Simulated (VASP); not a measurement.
# Ir (P2_1/m) in VASP: single point with r2SCAN

Aim: the single point of Ir with r2SCAN.

Program: VASP 6.6.1. These are calculated values, not measurements. Logs are shortened: lines on timing, memory, paths and dates and some standing lists are left out, and cuts for length are marked.

## (1) The cell of the first run

It takes space group P2_1/m (No. 11, monoclinic). Conventional cell: a = 2.597 Å, b = 4.462 Å, c = 2.757 Å, α = 90.00°, β = 114.26°, γ = 90.00°. Within 3.4 Å of Ir (site symmetry m) lie 12 Ir at 2.60 to 2.91 Å.

## (2) Single point, r2SCAN (strain +0.1312 x Voigt [0, 0, 0, 0, 0, 1])

Contents of POSCAR:

```
Ir
1.0
    2.7513778946      0.1804903899      0.0000000000
   -1.2193796845      2.2925179572      0.0000000000
    0.0000000000      0.0000000000      4.4622900000
Ir
2
Direct
    0.6666666667      0.3333333333      0.7500000000
    0.3333333333      0.6666666667      0.2500000000
```

Contents of INCAR.step1:

```
SYSTEM = Ir
  ALGO = Normal
  EDIFF = 1E-4
  ENCUT = 520
  GGA = PE
  ISMEAR = 0
  LASPH = .TRUE.
  LCHARG = .FALSE.
  LREAL = .FALSE.
  LWAVE = .TRUE.
  NBANDS = 16
  NELM = 100
  PREC = Accurate
  SIGMA = 0.15
```

Contents of INCAR.step2:

```
SYSTEM = Ir
  ALGO = Normal
  EDIFF = 1E-6
  ENCUT = 520
  ISIF = 2
  ISMEAR = 0
  ISTART = 1
  LASPH = .TRUE.
  LCHARG = .FALSE.
  LMIXTAU = .TRUE.
  LREAL = .FALSE.
  LWAVE = .FALSE.
  METAGGA = R2SCAN
  NBANDS = 16
  NELM = 100
  PREC = Accurate
  SIGMA = 0.15
```

Contents of KPOINTS:

```
k-points
0
G
  18 18 12
  0 0 0
```

Potentials or basis: VASP PAW PBE potentials, release 64 (Ir).

Run with:

```bash
> cat potpaw_PBE.64/Ir/POTCAR > POTCAR
> cp INCAR.step1 INCAR
> mpirun -np 1 vasp_std > vasp.out
> cp INCAR.step2 INCAR
> mpirun -np 1 vasp_std > vasp.out
```

OUTCAR:

```text
SYSTEM = Ir
   EDIFF = 1E-6
   ENCUT = 520
   ISIF = 2
   ISMEAR = 0
   ISTART = 1
   LASPH = .TRUE.
   LREAL = .FALSE.
   METAGGA = R2SCAN
   NELM = 100
   PREC = Accurate

 ion  position               nearest neighbor table
   1  0.667  0.333  0.750-   2 2.69   2 2.69   2 2.74   2 2.74   2 2.79   2 2.79
   2  0.333  0.667  0.250-   1 2.69   1 2.69   1 2.74   1 2.74   1 2.79   1 2.79

  Warning from LATTYP: Monoclinic adjustment (A1->A3, A2->A1, A3->A2)!
  LATTYP: Found a simple monoclinic cell.
 ALAT       =     2.5966373253
 B/A-ratio  =     1.7184879677
 C/A-ratio  =     1.0618701338
 COS(beta)  =    -0.4107996784

  Lattice vectors:

 A1 = (  -1.2193796845,   2.2925179572,   0.0000000000)
 A2 = (   0.0000000000,   0.0000000000,   4.4622900000)
 A3 = (   2.7513778946,   0.1804903899,   0.0000000000)

Analysis of symmetry for initial positions (statically):
=====================================================================
 Subroutine PRICEL returns:
 Original cell was already a primitive cell.

 Routine SETGRP: Setting up the symmetry group for a
 simple monoclinic supercell.

 Subroutine GETGRP returns: Found  4 space group operations
 (whereof  2 operations were pure point group operations)
 out of a pool of  4 trial point group operations.

The static configuration has the point symmetry S_2 .
 The point group associated with its full space group is C_2h.

Analysis of symmetry for dynamics (positions and initial velocities):
=====================================================================
 Subroutine PRICEL returns:
 Original cell was already a primitive cell.

 Routine SETGRP: Setting up the symmetry group for a
 simple monoclinic supercell.

 Subroutine GETGRP returns: Found  4 space group operations
 (whereof  2 operations were pure point group operations)
 out of a pool of  4 trial point group operations.

The dynamic configuration has the point symmetry S_2 .
 The point group associated with its full space group is C_2h.

 Subroutine INISYM returns: Found  4 space group operations
 (whereof  2 operations are pure point group operations),
 and found     1 'primitive' translations

----------------------------------------------------------------------------------------

                                     Primitive cell

  volume of cell :      29.1284

  direct lattice vectors                    reciprocal lattice vectors
     2.751377895  0.180490390  0.000000000     0.351200063  0.186801687  0.000000000
    -1.219379685  2.292517957  0.000000000    -0.027650050  0.421494666  0.000000000
     0.000000000  0.000000000  4.462290000     0.000000000  0.000000000  0.224100182

[... 86 lines left out ...]
   NSW    =      0    number of steps for IOM
   IBRION =     -1    ionic relax: 0-MD 1-quasi-New 2-CG
   NFREE  =      0    steps in history (QN), initial steepest desc. (CG)
   ISIF   =      2    stress and relaxation
   ISYM   =      2    0-nonsym 1-usesym 2-fastsym
   POTIM  = 0.5000    time-step for ionic-motion
   TEBEG  =    0.0;   TEEND  =   0.0 temperature during run
   PSTRESS=    0.0 pullay stress
   NELECT =      18.0000    total number of electrons
   NUPDOWN=      -1.0000    fix difference up-down
   EMIN   =  10.00;   EMAX   =-10.00  energy-range for DOS
   EFERMI =   0.00;   METHOD = LEGACY
   ISMEAR =     0;   SIGMA  =   0.15  broadening in eV -4-tet -1-fermi 0-gaus
   EFERMI_NEDOS =   21; number of points for ismear=-14 and -15
   IALGO  =     38    algorithm
   IMIX   =      4    mixing-type and parameters
     AMIX     =   0.40;   BMIX     =  1.00
     AMIX_MAG =   1.60;   BMIX_MAG =  1.00
  volume/ion in A,a.u.               =      14.56        98.28
  Fermi-wavevector in a.u.,A,eV,Ry     =   1.394420  2.635072 26.455275  1.944408
  Thomas-Fermi vector in A             =   2.517971
   LORBIT       =      0    0 simple, 1 ext, 2 COOP (PROOUT), +10 PAW based schemes
   METAGGA = R2SCAN    functional components
   LHFCALC =     F    Hartree Fock is set to
   AEXX    =    0.0000 exact exchange contribution
   IVDW    =     0    specifies the selected vdW correction
   LEPSILON=     F    determine dielectric tensor
   LRPA    =     F    only Hartree local field effects (RPA)
 non-spin polarized calculation
 Gauss-broadening in eV      SIGMA  =   0.15
  energy-cutoff  :      520.00
  volume of cell :       29.13
 maximum number of plane-waves:       808
 NGX is ok and might be reduce to    24
   NGX = 11   NGY =  9   NGZ = 17

 number of electron      18.0000000 magnetization

 Free energy of the ion-electron system (eV)
  ---------------------------------------------------
  ext. energy  EPLUGINS =         0.00000000
  ---------------------------------------------------
  free energy    TOTEN  =      -104.25376266 eV

  energy without entropy =     -104.22552855  energy(sigma->0) =     -104.23964561

 E-fermi :   9.7823     XC(G=0): -15.1152

 val. band max:        9.7795199418   @ k =  -0.1111   0.0556   0.3333
 cond. band min:       9.7823649943   @ k =   0.1111   0.0556   0.5000
 fundamental gap:      0.0028450526
 Fermi energy:         9.7823177998

 k-point     1 :       0.0000    0.0000    0.0000
  band No.  band energies     occupation
      1      -1.5208      2.00000
      2       1.5792      2.00000
      3       4.7336      2.00000
      4       5.3514      2.00000
      5       5.9193      2.00000
      6       7.1277      2.00000
[... 433 lines left out ...]
      3       4.6013      2.00000
      4       4.6284      2.00000
      5       5.2556      2.00000
      6       6.3820      2.00000
[... 8 lines left out ...]
     15      27.0310      0.00000
     16      27.7430      0.00000

 [... further k-points ...]

------------------------ aborting loop because EDIFF is reached ----------------------------------------

  FORCE on cell =-STRESS in cart. coord.  units (eV):
  Direction    XX          YY          ZZ          XY          YZ          ZX
  --------------------------------------------------------------------------------------
  -------------------------------------------------------------------------------------
  Total       -0.2899686      1.5925202     -1.3175174     -4.4649491      0.0000000      0.0000000
  in kB      -15.9494446     87.5950533    -72.4687889   -245.5902633      0.0000000      0.0000000
  external PRESSURE =      -0.2743934 kB  Pullay stress =       0.0000000 kB

 VOLUME and BASIS-vectors are now :
 -----------------------------------------------------------------------------
  energy-cutoff  :      520.00
  volume of cell :       29.13
      direct lattice vectors                 reciprocal lattice vectors
     2.751377895  0.180490390  0.000000000     0.351200063  0.186801687  0.000000000
    -1.219379685  2.292517957  0.000000000    -0.027650050  0.421494666  0.000000000
     0.000000000  0.000000000  4.462290000     0.000000000  0.000000000  0.224100182

 POSITION                                       TOTAL-FORCE (eV/Angst)
 -----------------------------------------------------------------------------------
      1.42779      0.88450      3.34672         0.214059      0.018707      0.000000
      0.10421      1.58851      1.11557        -0.214059     -0.018707      0.000000
 -----------------------------------------------------------------------------------
    total drift:                                0.000000      0.000000     -0.000000

  FREE ENERGIE OF THE ION-ELECTRON SYSTEM (eV)
  ---------------------------------------------------
  free  energy   TOTEN  =      -104.2537626574 eV

  energy  without entropy=     -104.2255285527  energy(sigma->0) =     -104.23964561
```

OSZICAR.step1:

```text
N       E                     dE             d eps       ncg     rms          rms(c)
DAV:   1     0.141669649705E+03    0.14167E+03   -0.84553E+03 36760   0.113E+03
DAV:   2    -0.145873622205E+02   -0.15626E+03   -0.14077E+03 36752   0.306E+02
DAV:   3    -0.182819287343E+02   -0.36946E+01   -0.36403E+01 51000   0.558E+01
DAV:   4    -0.183222220013E+02   -0.40293E-01   -0.40281E-01 40960   0.495E+00
DAV:   5    -0.183233365211E+02   -0.11145E-02   -0.11145E-02 51888   0.860E-01    0.208E+01
DAV:   6    -0.174315717783E+02    0.89176E+00   -0.11284E+00 46424   0.138E+01    0.876E+00
DAV:   7    -0.172704671552E+02    0.16110E+00   -0.35318E-01 50176   0.725E+00    0.217E+00
DAV:   8    -0.172598868682E+02    0.10580E-01   -0.84239E-03 42192   0.940E-01    0.427E-01
DAV:   9    -0.172589023086E+02    0.98456E-03   -0.22138E-03 50832   0.602E-01    0.269E-02
DAV:  10    -0.172589133505E+02   -0.11042E-04   -0.17744E-05 25256   0.386E-02
   1 F= -.17258913E+02 E0= -.17244254E+02  d E =-.293195E-01
```

It took 9.9 min on 1 thread of Intel Xeon 6975P-C (Granite Rapids), shared host; peak memory 0.54 GiB.

What came out:

```yaml
Free_energy: -104.2538 eV
Pressure: 0.0 GPa
Largest_force: 0.215 eV/Å
Band_gap_on_the_k_mesh: zero (bands 9 and 10 overlap by 3.59 eV)
```

Forces in eV/Å, atoms in the order of the input:
```
Ir   0.214  0.019  0.000
Ir  -0.214 -0.019  0.000
```

Caveat: the cell differs from its parent crystal (strain +0.1312 x Voigt [0, 0, 0, 0, 0, 1]); the stress differs along the axes, from -7 to 9 GPa; the PAW data sets were made with another functional, which shifts forces and pressure a little; spin-orbit coupling is left out, which moves the levels of the heavy elements.
